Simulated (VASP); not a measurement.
# DyW2 (I4/mmm) in VASP: single point with PBE

Aim: the single point of DyW2 with PBE.

Everything below comes from runs of VASP 6.6.1. Logs are shortened: lines on timing, memory, paths and dates and some standing lists are left out, and cuts for length are marked.

## Step 1: The cell of the first run

It takes space group I4/mmm (No. 139, tetragonal). Conventional cell: a = 3.298 Å, b = 3.298 Å, c = 10.903 Å, α = 90.00°, β = 90.00°, γ = 90.00°. Dy (site symmetry 4/mmm) has 10 W at 3.13 to 3.37 Å and 4 Dy at 3.30 Å within 4.1 Å. Within 3.5 Å of W (site symmetry 4mm) lie 8 W at 2.66 to 3.30 Å and 5 Dy at 3.13 to 3.37 Å.

## Step 2: Single point, PBE

File INCAR:

```
PREC = Accurate ; ENCUT = 500
EDIFF = 1E-6 ; ISMEAR = 0
SIGMA = 0.1 ; LREAL = False
LASPH = True ; NELM = 200
ALGO = Normal ; ISIF = 2
LWAVE = False ; LCHARG = True
GGA = PE ; LELF = True
LVHAR = True ; NBANDS = 26
GGA_COMPAT = False ; LMAXMIX = 6
```

File KPOINTS:

```
Automatic mesh
0
Gamma
  20 20 20
```

File POSCAR:

```
DyW2
1.0
   -1.6487537891      1.6487537891      5.4513301363
    1.6487537891     -1.6487537891      5.4513301363
    1.6487537891      1.6487537891     -5.4513301363
Dy W
1 2
Direct
    0.0000000000      0.0000000000      0.0000000000
    0.6908810097      0.6908810097      0.0000000000
    0.3091189903      0.3091189903      0.0000000000
```

Potentials or basis: VASP PAW PBE potentials, release 64 (Dy_3, W_sv), 4f in core.

Launch:

```
$ cat potpaw_PBE.64/Dy_3/POTCAR potpaw_PBE.64/W_sv/POTCAR > POTCAR
$ mpirun -np 1 vasp_std > vasp.out
```

OUTCAR:

```text
PREC = Accurate
   ENCUT = 500
   EDIFF = 1E-6
   ISMEAR = 0
   LREAL = False
   LASPH = True
   NELM = 200
   ISIF = 2
   GGA = PE

 ion  position               nearest neighbor table
   1  0.000  0.000  0.000-   2 3.13   2 3.13   2 3.13   3 3.13   2 3.13   3 3.13   3 3.13   3 3.13
                             2 3.37   3 3.37
   2  0.691  0.691  0.000-   3 2.66   3 2.66   3 2.66   3 2.66   1 3.13   1 3.13   1 3.13   1 3.13
                             1 3.37
   3  0.309  0.309  0.000-   2 2.66   2 2.66   2 2.66   2 2.66   1 3.13   1 3.13   1 3.13   1 3.13
                             1 3.37

  LATTYP: Found a body centered tetragonal cell.
 ALAT       =     3.2975075782
 C/A-ratio  =     3.3063336517

  Lattice vectors:

 A1 = (  -1.6487537891,   1.6487537891,   5.4513301363)
 A2 = (   1.6487537891,  -1.6487537891,   5.4513301363)
 A3 = (   1.6487537891,   1.6487537891,  -5.4513301363)

Analysis of symmetry for initial positions (statically):
=====================================================================
 Subroutine PRICEL returns:
 Original cell was already a primitive cell.

 Routine SETGRP: Setting up the symmetry group for a
 body centered tetragonal supercell.

 Subroutine GETGRP returns: Found 16 space group operations
 (whereof 16 operations were pure point group operations)
 out of a pool of 16 trial point group operations.

The static configuration has the point symmetry D_4h.

Analysis of symmetry for dynamics (positions and initial velocities):
=====================================================================
 Subroutine PRICEL returns:
 Original cell was already a primitive cell.

 Routine SETGRP: Setting up the symmetry group for a
 body centered tetragonal supercell.

 Subroutine GETGRP returns: Found 16 space group operations
 (whereof 16 operations were pure point group operations)
 out of a pool of 16 trial point group operations.

The dynamic configuration has the point symmetry D_4h.

 Subroutine INISYM returns: Found 16 space group operations
 (whereof 16 operations are pure point group operations),
 and found     1 'primitive' translations

----------------------------------------------------------------------------------------

                                     Primitive cell

  volume of cell :      59.2753

  direct lattice vectors                    reciprocal lattice vectors
    -1.648753789  1.648753789  5.451330136     0.000000000  0.303259349  0.091720734
     1.648753789 -1.648753789  5.451330136     0.303259349  0.000000000  0.091720734
     1.648753789  1.648753789 -5.451330136     0.303259349  0.303259349  0.000000000

  length of vectors
     5.929062183  5.929062183  5.929062183     0.316826333  0.316826333  0.428873484

  position of ions in fractional coordinates (direct lattice)
     0.000000000  0.000000000  0.000000000
     0.690881010  0.690881010  0.000000000
     0.309118990  0.309118990  0.000000000

  ion indices of the primitive-cell ions
   primitive index   ion index
                 1           1
                 2           2
                 3           3

----------------------------------------------------------------------------------------

 KPOINTS: Automatic mesh

Automatic generation of k-mesh.
 Grid dimensions read from file:
 generate k-points for:   20   20   20

 Generating k-lattice:

  Cartesian coordinates                     Fractional coordinates (reciprocal lattice)
     0.000000000  0.015162967  0.004586037     0.050000000  0.000000000  0.000000000
     0.015162967  0.000000000  0.004586037     0.000000000  0.050000000  0.000000000
     0.015162967  0.015162967  0.000000000     0.000000000  0.000000000  0.050000000

  Length of vectors
     0.015841317  0.015841317  0.021443674

  Shift w.r.t. Gamma in fractional coordinates (k-lattice)
     0.000000000  0.000000000  0.000000000

 Subroutine IBZKPT returns following result:
 ===========================================

 Found    641 irreducible k-points:

 Following reciprocal coordinates:
            Coordinates               Weight
  0.000000  0.000000  0.000000      1.000000
  0.050000  0.000000  0.000000      8.000000
  0.100000  0.000000 -0.000000      8.000000
  0.150000  0.000000  0.000000      8.000000
  0.200000  0.000000 -0.000000      8.000000
  0.250000 -0.000000  0.000000      8.000000
[... 16 lines left out ...]
 -0.400000  0.050000  0.000000     16.000000
 -0.350000  0.050000 -0.000000     16.000000
 [... further k-points ...]
   k-points           NKPTS =    641   k-points in BZ     NKDIM =    641   number of bands    NBANDS=     26
   number of dos      NEDOS =    301   number of ions     NIONS =      3
   total plane-waves  NPLWV = 110592
   dimension x,y,z NGX =    48 NGY =   48 NGZ =   48
   dimension x,y,z NGXF=    96 NGYF=   96 NGZF=   96
   ions per type =               1   2
   NGX,Y,Z   is equivalent  to a cutoff of  13.46, 13.46, 13.46 a.u.
   NGXF,Y,Z  is equivalent  to a cutoff of  26.92, 26.92, 26.92 a.u.
 SYSTEM =  unknown system
   PREC   = accura    normal or accurate (medium, high low for compatibility)
   ISTART =      0    job   : 0-new  1-cont  2-samecut
   ICHARG =      2    charge: 1-file 2-atom 10-const
   ISPIN  =      1    spin polarized calculation?
   LNONCOLLINEAR =      F non collinear calculations
   LSORBIT =      F    spin-orbit coupling
   LASPH  =      T    aspherical Exc in radial PAW
   ENCUT  =  500.0 eV  36.75 Ry    6.06 a.u.  10.81 10.81 10.81*2*pi/ulx,y,z
   NELM   =    200;   NELMIN=  2; NELMDL= -5     # of ELM steps
   EDIFF  = 0.1E-05   stopping-criterion for ELM
   LREAL  =      F    real-space projection
   EDIFFG = 0.1E-04   stopping-criterion for IOM
   NSW    =      0    number of steps for IOM
   IBRION =     -1    ionic relax: 0-MD 1-quasi-New 2-CG
   NFREE  =      0    steps in history (QN), initial steepest desc. (CG)
   ISIF   =      2    stress and relaxation
   ISYM   =      2    0-nonsym 1-usesym 2-fastsym
   POTIM  = 0.5000    time-step for ionic-motion
   TEBEG  =    0.0;   TEEND  =   0.0 temperature during run
   PSTRESS=    0.0 pullay stress
   NELECT =      37.0000    total number of electrons
   NUPDOWN=      -1.0000    fix difference up-down
   EMIN   =  10.00;   EMAX   =-10.00  energy-range for DOS
   EFERMI =   0.00;   METHOD = LEGACY
   ISMEAR =     0;   SIGMA  =   0.10  broadening in eV -4-tet -1-fermi 0-gaus
   EFERMI_NEDOS =   21; number of points for ismear=-14 and -15
   IALGO  =     38    algorithm
   IMIX   =      4    mixing-type and parameters
     AMIX     =   0.40;   BMIX     =  1.00
     AMIX_MAG =   1.60;   BMIX_MAG =  1.00
  volume/ion in A,a.u.               =      19.76       133.34
  Fermi-wavevector in a.u.,A,eV,Ry     =   1.399106  2.643928 26.633383  1.957498
  Thomas-Fermi vector in A             =   2.522198
   LORBIT       =      0    0 simple, 1 ext, 2 COOP (PROOUT), +10 PAW based schemes
   GGA     = PE    functional components
   LHFCALC =     F    Hartree Fock is set to
   AEXX    =    0.0000 exact exchange contribution
   IVDW    =     0    specifies the selected vdW correction
   LEPSILON=     F    determine dielectric tensor
   LRPA    =     F    only Hartree local field effects (RPA)
 non-spin polarized calculation
 Gauss-broadening in eV      SIGMA  =   0.10
  energy-cutoff  :      500.00
  volume of cell :       59.28
 maximum number of plane-waves:      1528
 NGX is ok and might be reduce to    48
   NGX = 21   NGY = 21   NGZ = 21

 number of electron      37.0000002 magnetization

 Free energy of the ion-electron system (eV)
  ---------------------------------------------------
  ext. energy  EPLUGINS =         0.00000000
  ---------------------------------------------------
  free energy    TOTEN  =       -29.39085294 eV

  energy without entropy =      -29.37425041  energy(sigma->0) =      -29.38255167

 E-fermi :   7.4262     XC(G=0): -12.1975

 val. band max:        7.4259024426   @ k =  -0.0500  -0.1500   0.0500
 cond. band min:       7.4265327468   @ k =  -0.1000  -0.2500   0.1000
 fundamental gap:      0.0006303042
 Fermi energy:         7.4262132009

 k-point     1 :       0.0000    0.0000    0.0000
  band No.  band energies     occupation
      1     -66.1352      2.00000
      2     -65.9709      2.00000
      3     -30.5554      2.00000
      4     -30.5554      2.00000
      5     -30.4759      2.00000
      6     -30.1512      2.00000
[... 18 lines left out ...]
     25      11.5369      0.00000
     26      11.5370      0.00000

 k-point     2 :       0.0500    0.0000    0.0000
  band No.  band energies     occupation
      1     -66.1341      2.00000
      2     -65.9718      2.00000
      3     -30.5628      2.00000
      4     -30.5510      2.00000
      5     -30.4792      2.00000
      6     -30.1444      2.00000
[... 18 lines left out ...]
     25      11.0749      0.00000
     26      11.6658      0.00000

 k-point     3 :       0.1000    0.0000   -0.0000
  band No.  band energies     occupation
      1     -66.1308      2.00000
      2     -65.9745      2.00000
      3     -30.5830      2.00000
      4     -30.5379      2.00000
      5     -30.4890      2.00000
      6     -30.1261      2.00000
[... 18 lines left out ...]
     25      10.6968      0.00000
     26      11.9603      0.00000

 k-point     4 :       0.1500    0.0000    0.0000
  band No.  band energies     occupation
      1     -66.1254      2.00000
      2     -65.9789      2.00000
      3     -30.6106      2.00000
      4     -30.5165      2.00000
      5     -30.5053      2.00000
      6     -30.1007      2.00000
[... 18 lines left out ...]
     25      10.9110      0.00000
     26      12.2568      0.00000
[... 496 lines left out ...]
      1     -66.0612      2.00000
      2     -66.0358      2.00000
      3     -30.7081      2.00000
      4     -30.6758      2.00000
      5     -30.2648      2.00000
      6     -30.1577      2.00000
[... 18 lines left out ...]
     25      11.2186      0.00000
     26      11.5140      0.00000

 k-point    23 :      -0.4000    0.0500    0.0000
  band No.  band energies     occupation
      1     -66.0740      2.00000
      2     -66.0237      2.00000
      3     -30.7110      2.00000
      4     -30.6497      2.00000
      5     -30.3178      2.00000
      6     -30.1061      2.00000
[... 18 lines left out ...]
     25      11.4207      0.00000
     26      11.8201      0.00000

 k-point    24 :      -0.3500    0.0500   -0.0000
  band No.  band energies     occupation
      1     -66.0862      2.00000
      2     -66.0124      2.00000
      3     -30.7047      2.00000
      4     -30.6195      2.00000
      5     -30.3685      2.00000
      6     -30.0577      2.00000
[... 18 lines left out ...]
     25      11.8558      0.00000
     26      11.9456      0.00000

 [... further k-points ...]
[... 5 lines left out ...]
  --------------------------------------------------------------------------------------
  -------------------------------------------------------------------------------------
  Total        0.1902582      0.1902582      0.1784853      0.0000000      0.0000000      0.0000000
  in kB        5.1425668      5.1425668      4.8243521      0.0000000      0.0000000      0.0000000
  external PRESSURE =       5.0364952 kB  Pullay stress =       0.0000000 kB

 VOLUME and BASIS-vectors are now :
 -----------------------------------------------------------------------------
  energy-cutoff  :      500.00
  volume of cell :       59.28
      direct lattice vectors                 reciprocal lattice vectors
    -1.648753789  1.648753789  5.451330136     0.000000000  0.303259349  0.091720734
     1.648753789 -1.648753789  5.451330136     0.303259349  0.000000000  0.091720734
     1.648753789  1.648753789 -5.451330136     0.303259349  0.303259349  0.000000000

 POSITION                                       TOTAL-FORCE (eV/Angst)
 -----------------------------------------------------------------------------------
      0.00000      0.00000      0.00000        -0.000000     -0.000000      0.000000
      0.00000      0.00000      7.53244        -0.000000     -0.000000     -0.018719
      0.00000      0.00000      3.37022         0.000000      0.000000      0.018719
 -----------------------------------------------------------------------------------
    total drift:                               -0.000000     -0.000000      0.000000

  FREE ENERGIE OF THE ION-ELECTRON SYSTEM (eV)
  ---------------------------------------------------
  free  energy   TOTEN  =       -29.3908529387 eV

  energy  without entropy=      -29.3742504101  energy(sigma->0) =      -29.38255167
```

Wall time 25 min (1 thread of Intel Xeon Platinum 8488C (Sapphire Rapids), shared host); peak memory 0.99 GiB.

What came out:

```yaml
Free_energy: -29.3909 eV
Pressure: 0.5 GPa
Largest_force: 0.019 eV/Å
Band_gap_on_the_k_mesh: zero (an odd number of electrons rules out a gap without spin polarisation)
```

Forces in eV/Å, atoms in the order of the input:
```
Dy   0.000  0.000  0.000
W    0.000  0.000 -0.019
W    0.000  0.000  0.019
```

Caveat: spin-orbit coupling is left out, which moves the levels of the heavy elements; the 4f electrons are frozen in the core, so they carry no moment and show no levels.
